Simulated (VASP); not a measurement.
Write the native input for VASP 6.6.1 that does the following.

| Property | Result |
| --- | --- |
| Task | single point |
| Functional | PBE |
| Potentials or basis | VASP PAW PBE potentials, release 64 (Ce, Mn_pv) |
| Cutoff | 400 eV |
| k mesh | 7 × 7 × 7 |
| Occupations | fermi-dirac, width 0.1 eV |
| Spin | no spin polarisation |
| Dipole correction | no |
| k mesh for the DOS | 11 × 11 × 11 |
| Occupations for the DOS | tetrahedron |
| Further INCAR settings | ALGO = Normal; EDIFF = 1e-06; NBANDS = 20 |

CeMn:

```
Ce Mn
1.0
     0.00000    2.73783    2.73783
     2.73783    0.00000    2.73783
     2.73783    2.73783    0.00000
Ce Mn
1 1
Direct
  0.00000 0.00000 0.00000
  0.50000 0.50000 0.50000
```

The input as run:

POSCAR

```
CeMn
1.0
    0.0000000000      2.7378290000      2.7378290000
    2.7378290000      0.0000000000      2.7378290000
    2.7378290000      2.7378290000      0.0000000000
Ce Mn
1 1
Direct
    0.0000000000      0.0000000000      0.0000000000
    0.5000000000      0.5000000000      0.5000000000
```

INCAR.step1

```
SYSTEM = CeMn
PREC = Accurate ; ENCUT = 400
EDIFF = 1E-6 ; ISMEAR = -1
SIGMA = 0.1 ; LREAL = .False.
LASPH = .True. ; NELM = 200
ALGO = Normal ; ISIF = 2
LWAVE = .False. ; LCHARG = .True.
LMAXMIX = 6 ; GGA = PE
NBANDS = 20 ; GGA_COMPAT = .False.
NEDOS = 2001 ; LORBIT = 11
```

KPOINTS.step1

```
Automatic mesh
0
Gamma
  7 7 7
  0 0 0
```

INCAR.step2

```
SYSTEM = CeMn
PREC = Accurate ; ENCUT = 400
EDIFF = 1E-6 ; ISMEAR = -5
SIGMA = 0.1 ; LREAL = .False.
LASPH = .True. ; NELM = 200
ALGO = Normal ; ISIF = 2
LWAVE = .False. ; LCHARG = .False.
LMAXMIX = 6 ; GGA = PE
LORBIT = 11 ; NBANDS = 20
NEDOS = 1001 ; ICHARG = 11
GGA_COMPAT = .False.
```

KPOINTS.step2

```
Automatic mesh
0
Gamma
  11 11 11
  0 0 0
```

Potentials or basis: VASP PAW PBE potentials, release 64 (Ce, Mn_pv).

Run with:

```console
$ cat potpaw_PBE.64/Ce/POTCAR potpaw_PBE.64/Mn_pv/POTCAR > POTCAR
$ cp INCAR.step1 INCAR
$ cp KPOINTS.step1 KPOINTS
$ mpirun -np 1 vasp_std > vasp.out
$ cp INCAR.step2 INCAR
$ cp KPOINTS.step2 KPOINTS
$ mpirun -np 1 vasp_std > vasp.out
```

Results of the run:

The valence electrons inside the program's atomic spheres are Ce 9.92; Mn 11.89.

Caveat: the run has no spin polarisation, though such a crystal can be magnetic.

Run time: 67 s on 1 thread of Intel Xeon 8259CL, with other jobs on the host, peak memory 0.18 GiB.
